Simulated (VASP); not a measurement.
A run of VASP 6.6.1 is set up as follows.

The input INCAR:

```
  ALGO = Fast
  EDIFF = 1E-6
  ENCUT = 520
  GGA = PE
  ISIF = 2
  ISMEAR = 0
  LASPH = T
  LCHARG = F
  LREAL = F
  LWAVE = F
  NBANDS = 13
  NELM = 80
  PREC = Accurate
  SIGMA = 0.05
```

File KPOINTS:

```
k-points
0
Gamma
  8 8 8
```

The input POSCAR:

```
Mo
1.0
   -1.5816278584      1.5816278584      1.5816278584
    1.5816278584     -1.5816278584      1.5816278584
    1.5816278584      1.5816278584     -1.5816278584
Mo
1
Direct
    0.0000000000      0.0000000000      0.0000000000
```

Potentials or basis: VASP PAW PBE potentials, release 64 (Mo_sv).

The run is started by

```sh
$ cat potpaw_PBE.64/Mo_sv/POTCAR > POTCAR
$ mpirun -np 1 vasp_std > vasp.out
```

Task: What does it give for the pressure?

Result: 0.6 GPa.

Task: Predict the band gap on the k mesh.

Result: Zero (band 7 reaches 16.30 eV, above the bottom of band 8 at 11.05 eV).
